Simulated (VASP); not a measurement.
# Ti3H in VASP: single point with PBE

Aim: the single point of Ti3H with PBE.

All numbers are computed with VASP 6.6.1; they aren't measurements. Logs are shortened: lines on timing, memory, paths and dates and some standing lists are left out, and cuts for length are marked.

## 1. The cell of the first run

The cell holds a slab with vacuum, 4 atoms: a = 2.908 Å, b = 2.908 Å, c = 20.806 Å, α = 90.00°, β = 90.00°, γ = 90.00°.

## 2. Single point, PBE, collinear spin

File INCAR:

```
ALGO = Normal
DIPOL = 0.5 0.5 0.324
EDIFF = 1E-7
ENCUT = 520
GGA = PE
IDIPOL = 3
ISIF = 2
ISMEAR = 0
ISPIN = 2
LASPH = True
LCHARG = True
LDIPOL = True
LELF = True
LMAXMIX = 4
LORBIT = 11
LREAL = False
LVACPOTAV = True
LVHAR = True
LWAVE = False
MAGMOM = 0 0 0 1
NBANDS = 30
NELM = 150
PREC = Accurate
SIGMA = 0.1
```

File KPOINTS:

```
k-points
0
Gamma
  9 9 1
```

File POSCAR:

```
Ti3H
1.0
    2.9075446931      0.0000000000      0.0000000000
    0.0000000000      2.9075446931      0.0000000000
    0.0000000000      0.0000000000     20.8059825779
Ti H
3 1
Direct
    0.5000000000      0.5000000000      0.1922523959
    0.0000000000      0.0000000000      0.2837148153
    0.5000000000      0.5000000000      0.3751797133
    0.6666666667      0.6666666667      0.4463130998
```

Potentials or basis: VASP PAW PBE potentials, release 64 (Ti_sv, H).

Launch:

```console
$ cat potpaw_PBE.64/Ti_sv/POTCAR potpaw_PBE.64/H/POTCAR > POTCAR
$ mpirun -np 1 vasp_std > vasp.out
```

OUTCAR:

```text
EDIFF = 1E-7
   ENCUT = 520
   GGA = PE
   ISIF = 2
   ISMEAR = 0
   ISPIN = 2
   LASPH = True
   LORBIT = 11
   LREAL = False
   NELM = 150
   PREC = Accurate

 ion  position               nearest neighbor table
   1  0.500  0.500  0.192-   2 2.80   2 2.80   2 2.80   2 2.80
   2  0.000  0.000  0.284-   1 2.80   1 2.80   1 2.80   1 2.80   3 2.80   3 2.80   3 2.80   3 2.80

   3  0.500  0.500  0.375-   4 1.63   2 2.80   2 2.80   2 2.80   2 2.80
   4  0.667  0.667  0.446-   3 1.63

  LATTYP: Found a simple tetragonal cell.
 ALAT       =     2.9075446931
 C/A-ratio  =     7.1558599348

  Lattice vectors:

 A1 = (   2.9075446931,   0.0000000000,   0.0000000000)
 A2 = (   0.0000000000,   2.9075446931,   0.0000000000)
 A3 = (   0.0000000000,   0.0000000000,  20.8059825779)

Analysis of symmetry for initial positions (statically):
=====================================================================
 Subroutine PRICEL returns:
 Original cell was already a primitive cell.

 Routine SETGRP: Setting up the symmetry group for a
 simple tetragonal supercell.

 Subroutine GETGRP returns: Found  2 space group operations
 (whereof  2 operations were pure point group operations)
 out of a pool of 16 trial point group operations.

The static configuration has the point symmetry C_1h.

Analysis of symmetry for dynamics (positions and initial velocities):
=====================================================================
 Subroutine PRICEL returns:
 Original cell was already a primitive cell.

 Routine SETGRP: Setting up the symmetry group for a
 simple tetragonal supercell.

 Subroutine GETGRP returns: Found  2 space group operations
 (whereof  2 operations were pure point group operations)
 out of a pool of 16 trial point group operations.

The dynamic configuration has the point symmetry C_1h.

Analysis of structural, dynamic, and magnetic symmetry:
=====================================================================
 Subroutine PRICEL returns:
 Original cell was already a primitive cell.

 Routine SETGRP: Setting up the symmetry group for a
 simple tetragonal supercell.

 Subroutine GETGRP returns: Found  2 space group operations
 (whereof  2 operations were pure point group operations)
 out of a pool of 16 trial point group operations.

The overall configuration has the point symmetry C_1h.

 Subroutine INISYM returns: Found  2 space group operations
 (whereof  2 operations are pure point group operations),
 and found     1 'primitive' translations

----------------------------------------------------------------------------------------

                                     Primitive cell

  volume of cell :     175.8900

  direct lattice vectors                    reciprocal lattice vectors
     2.907544693  0.000000000  0.000000000     0.343932804  0.000000000  0.000000000
     0.000000000  2.907544693  0.000000000     0.000000000  0.343932804  0.000000000
     0.000000000  0.000000000 20.805982578     0.000000000  0.000000000  0.048063099

  length of vectors
     2.907544693  2.907544693 20.805982578     0.343932804  0.343932804  0.048063099

  position of ions in fractional coordinates (direct lattice)
     0.500000000  0.500000000  0.192252396
     0.000000000  0.000000000  0.283714815
     0.500000000  0.500000000  0.375179713
     0.666666667  0.666666667  0.446313100

  ion indices of the primitive-cell ions
   primitive index   ion index
                 1           1
                 2           2
                 3           3
                 4           4

----------------------------------------------------------------------------------------

 KPOINTS: k-points

Automatic generation of k-mesh.
 Grid dimensions read from file:
 generate k-points for:    9    9    1

 Generating k-lattice:

  Cartesian coordinates                     Fractional coordinates (reciprocal lattice)
     0.038214756  0.000000000  0.000000000     0.111111111  0.000000000  0.000000000
     0.000000000  0.038214756  0.000000000     0.000000000  0.111111111  0.000000000
     0.000000000  0.000000000  0.048063099     0.000000000  0.000000000  1.000000000

  Length of vectors
     0.038214756  0.038214756  0.048063099

  Shift w.r.t. Gamma in fractional coordinates (k-lattice)
     0.000000000  0.000000000  0.000000000

 Subroutine IBZKPT returns following result:
 ===========================================

 Found     25 irreducible k-points:

 Following reciprocal coordinates:
            Coordinates               Weight
  0.000000  0.000000  0.000000      1.000000
  0.111111  0.000000  0.000000      4.000000
  0.222222  0.000000  0.000000      4.000000
  0.333333  0.000000  0.000000      4.000000
  0.444444  0.000000  0.000000      4.000000
  0.111111  0.111111  0.000000      2.000000
[... 16 lines left out ...]
 -0.333333  0.444444  0.000000      4.000000
  0.444444  0.444444  0.000000      2.000000
   k-points           NKPTS =     25   k-points in BZ     NKDIM =     25   number of bands    NBANDS=     30
   number of dos      NEDOS =    301   number of ions     NIONS =      4
   total plane-waves  NPLWV =  92160
   dimension x,y,z NGX =    24 NGY =   24 NGZ =  160
   dimension x,y,z NGXF=    48 NGYF=   48 NGZF=  320
   ions per type =               3   1
   NGX,Y,Z   is equivalent  to a cutoff of  13.72, 13.72, 12.78 a.u.
   NGXF,Y,Z  is equivalent  to a cutoff of  27.45, 27.45, 25.57 a.u.
 SYSTEM =  unknown system
   PREC   = accura    normal or accurate (medium, high low for compatibility)
   ISTART =      0    job   : 0-new  1-cont  2-samecut
   ICHARG =      2    charge: 1-file 2-atom 10-const
   ISPIN  =      2    spin polarized calculation?
   LNONCOLLINEAR =      F non collinear calculations
   LSORBIT =      F    spin-orbit coupling
   LASPH  =      T    aspherical Exc in radial PAW
   ENCUT  =  520.0 eV  38.22 Ry    6.18 a.u.   5.41  5.41 38.69*2*pi/ulx,y,z
   NELM   =    150;   NELMIN=  2; NELMDL= -5     # of ELM steps
   EDIFF  = 0.1E-06   stopping-criterion for ELM
   LREAL  =      F    real-space projection
   EDIFFG = 0.1E-05   stopping-criterion for IOM
   NSW    =      0    number of steps for IOM
   IBRION =     -1    ionic relax: 0-MD 1-quasi-New 2-CG
   NFREE  =      0    steps in history (QN), initial steepest desc. (CG)
   ISIF   =      2    stress and relaxation
   ISYM   =      2    0-nonsym 1-usesym 2-fastsym
   POTIM  = 0.5000    time-step for ionic-motion
   TEBEG  =    0.0;   TEEND  =   0.0 temperature during run
   PSTRESS=    0.0 pullay stress
   NELECT =      37.0000    total number of electrons
   NUPDOWN=      -1.0000    fix difference up-down
   EMIN   =  10.00;   EMAX   =-10.00  energy-range for DOS
   EFERMI =   0.00;   METHOD = LEGACY
   ISMEAR =     0;   SIGMA  =   0.10  broadening in eV -4-tet -1-fermi 0-gaus
   EFERMI_NEDOS =   21; number of points for ismear=-14 and -15
   IALGO  =     38    algorithm
   IMIX   =      4    mixing-type and parameters
     AMIX     =   0.40;   BMIX     =  1.00
     AMIX_MAG =   1.60;   BMIX_MAG =  1.00
  volume/ion in A,a.u.               =      43.97       296.74
  Fermi-wavevector in a.u.,A,eV,Ry     =   0.973633  1.839899 12.897782  0.947960
  Thomas-Fermi vector in A             =   2.104028
   LORBIT       =     11    0 simple, 1 ext, 2 COOP (PROOUT), +10 PAW based schemes
   GGA     = PE    functional components
   LHFCALC =     F    Hartree Fock is set to
   AEXX    =    0.0000 exact exchange contribution
   IVDW    =     0    specifies the selected vdW correction
   LEPSILON=     F    determine dielectric tensor
   LRPA    =     F    only Hartree local field effects (RPA)
 spin polarized calculation
 Gauss-broadening in eV      SIGMA  =   0.10
  energy-cutoff  :      520.00
  volume of cell :      175.89
 maximum number of plane-waves:      4781
 NGX is ok and might be reduce to    24
   NGX = 11   NGY = 11   NGZ = 77

 dipolmoment           0.000000      0.000000     -0.204064 electrons x Angstroem

 number of electron      37.0000013 magnetization       0.0978396

 number of electron      37.0000013 magnetization      -0.6744550

 dipolmoment           0.000000      0.000000      0.088604 electrons x Angstroem

 Free energy of the ion-electron system (eV)
  ---------------------------------------------------
  ext. energy  EPLUGINS =         0.00000000
  ---------------------------------------------------
  free energy    TOTEN  =       -24.78754466 eV

  energy without entropy =      -24.77181462  energy(sigma->0) =      -24.77967964

 E-fermi :  -0.9695     XC(G=0):  -4.4265

 val. band max:       -0.9736718140   @ k =   0.4444   0.1111   0.0000
 cond. band min:      -0.9534784279   @ k =  -0.3333   0.3333   0.0000
 fundamental gap:      0.0201933862
 Fermi energy:        -0.9695444562

 spin component 1

 k-point     1 :       0.0000    0.0000    0.0000
  band No.  band energies     occupation
      1     -57.6203      1.00000
      2     -57.5777      1.00000
      3     -57.3555      1.00000
      4     -34.0378      1.00000
      5     -33.8759      1.00000
      6     -33.7184      1.00000
[... 781 lines left out ...]
     29       4.1541      0.00000
     30       4.3952      0.00000

 [... further k-points ...]

 spin component 2

 k-point     1 :       0.0000    0.0000    0.0000
  band No.  band energies     occupation
      1     -57.9623      1.00000
      2     -57.6363      1.00000
      3     -57.3068      1.00000
      4     -34.4011      1.00000
      5     -33.9812      1.00000
      6     -33.9748      1.00000
[... 781 lines left out ...]
     29       3.9983      0.00000
     30       4.3107      0.00000

 [... further k-points ...]

------------------------ aborting loop because EDIFF is reached ----------------------------------------

  FORCE on cell =-STRESS in cart. coord.  units (eV):
  Direction    XX          YY          ZZ          XY          YZ          ZX
  --------------------------------------------------------------------------------------
  -------------------------------------------------------------------------------------
  Total       -0.4495679     -0.4495679      2.8418860      0.0186550      1.2457180      1.2457285
  in kB       -4.0951029     -4.0951029     25.8866713      0.1699281     11.3472155     11.3473110
  external PRESSURE =       5.8988219 kB  Pullay stress =       0.0000000 kB

 VOLUME and BASIS-vectors are now :
 -----------------------------------------------------------------------------
  energy-cutoff  :      520.00
  volume of cell :      175.89
      direct lattice vectors                 reciprocal lattice vectors
     2.907544693  0.000000000  0.000000000     0.343932804  0.000000000  0.000000000
     0.000000000  2.907544693  0.000000000     0.000000000  0.343932804  0.000000000
     0.000000000  0.000000000 20.805982578     0.000000000  0.000000000  0.048063099

 POSITION                                       TOTAL-FORCE (eV/Angst)
 -----------------------------------------------------------------------------------
      1.45377      1.45377      4.00000         0.037220      0.037220     -0.056561
      0.00000      0.00000      5.90297        -0.006364     -0.006364     -0.473383
      1.45377      1.45377      7.80598        -0.960134     -0.960134     -0.653116
      1.93836      1.93836      9.28598         0.929278      0.929278      1.183060
 -----------------------------------------------------------------------------------
    total drift:                                0.000016      0.000016     -0.000402

  FREE ENERGIE OF THE ION-ELECTRON SYSTEM (eV)
  ---------------------------------------------------
  free  energy   TOTEN  =       -24.7875446563 eV

  energy  without entropy=      -24.7718146191  energy(sigma->0) =      -24.77967964

 vacuum level on the upper side and lower side of the slab         4.994         3.096

 total charge

# of ion       s       p       d       tot
------------------------------------------
    1        2.245   6.062   1.922  10.229
    2        2.267   6.146   1.922  10.334
    3        2.257   6.121   1.924  10.302
    4        0.551   0.008   0.000   0.559
--------------------------------------------------
tot          7.320  18.337   5.768  31.425

 magnetization (x)

# of ion       s       p       d       tot
------------------------------------------
    1       -0.006  -0.018  -0.395  -0.420
    2       -0.000  -0.003   0.071   0.068
    3       -0.001  -0.000  -0.030  -0.031
    4        0.001  -0.000   0.000   0.001
--------------------------------------------------
tot         -0.006  -0.022  -0.354  -0.382
```

It took 5.8 min on 1 thread of Intel Xeon 6975P-C (Granite Rapids), shared host; peak memory 0.45 GiB.

What came out:

| Property | Result |
| --- | --- |
| Free energy | -24.7875 eV |
| Largest force | 1.768 eV/Å |
| Net moment | -0.67 μB per cell |
| Site moments | Ti -0.42, +0.07, -0.03; H +0.00 μB |
| Valence electrons inside the program's atomic spheres | Ti 10.23, 10.33, 10.30; H 0.56 |

Forces on the atoms (eV/Å):
```
Ti   0.037  0.037 -0.057
Ti  -0.006 -0.006 -0.473
Ti  -0.960 -0.960 -0.653
H    0.929  0.929  1.183
```
